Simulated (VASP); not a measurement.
Write the native input for VASP 6.6.1 that does the following.

* Task: single point
* Functional: r2SCAN
* Potentials or basis: VASP PAW PBE potentials, release 64 (Ge_d)
* Cutoff: 520 eV
* k mesh: 12 × 12 × 6
* Occupations: gaussian, width 0.01 eV
* Spin: no spin polarisation
* Dipole correction: no
* Further INCAR settings: ALGO = Normal; EDIFF = 1e-06; NBANDS = 36

Ge:

```
CELL_PARAMETERS angstrom
3.99565 0.00000 0.00000
-1.99782 3.46033 0.00000
0.00000 0.00000 6.70175
ATOMIC_POSITIONS crystal
Ge 0.66667 0.33333 0.06372
Ge 0.33333 0.66667 0.56372
Ge 0.66667 0.33333 0.43628
Ge 0.33333 0.66667 0.93628
```

This cell differs from its parent crystal: strain along c alone, the other axes held: +1.5 %, then relaxed in part.

One way to write it, as run:

POSCAR

```
Ge
1.0
    3.9956487028      0.0000000000      0.0000000000
   -1.9978243514      3.4603332812      0.0000000000
    0.0000000000      0.0000000000      6.7017516448
Ge
4
Direct
    0.6666666667      0.3333333333      0.0637227378
    0.3333333333      0.6666666667      0.5637227378
    0.6666666667      0.3333333333      0.4362772622
    0.3333333333      0.6666666667      0.9362772622
```

INCAR.step1

```
  PREC = Accurate
  ENCUT = 520
  ISMEAR = 0
  SIGMA = 0.01
  LREAL = F
  LASPH = T
  NELM = 80
  NBANDS = 36
  GGA = PE
  ALGO = Normal
  EDIFF = 1E-4
  LWAVE = T
  LCHARG = F
```

INCAR.step2

```
  PREC = Accurate
  ENCUT = 520
  EDIFF = 1E-6
  ISMEAR = 0
  SIGMA = 0.01
  LREAL = F
  LASPH = T
  NELM = 80
  ALGO = Normal
  ISIF = 2
  LWAVE = F
  LCHARG = F
  METAGGA = R2SCAN
  LMIXTAU = T
  NBANDS = 36
  ISTART = 1
```

KPOINTS

```
Automatic mesh
0
Gamma
  12 12 6
```

Potentials or basis: VASP PAW PBE potentials, release 64 (Ge_d).

Command:

```sh
$ cat potpaw_PBE.64/Ge_d/POTCAR > POTCAR
$ cp INCAR.step1 INCAR
$ mpirun -np 1 vasp_std > vasp.out
$ cp INCAR.step2 INCAR
$ mpirun -np 1 vasp_std > vasp.out
```

It gave:

```yaml
Pressure: -1.0 GPa
Band_gap_on_the_k_mesh: 0.01 eV
```

Caveat: the cell differs from its parent crystal (strain along c alone, the other axes held: +1.5 %, then relaxed in part); the PAW data sets were made with another functional, which shifts forces and pressure a little.

Wall time 6.7 min on 1 thread of Intel(R) Xeon(R) 6975P-C (Granite Rapids) (shared host), peak memory 0.32 GiB.
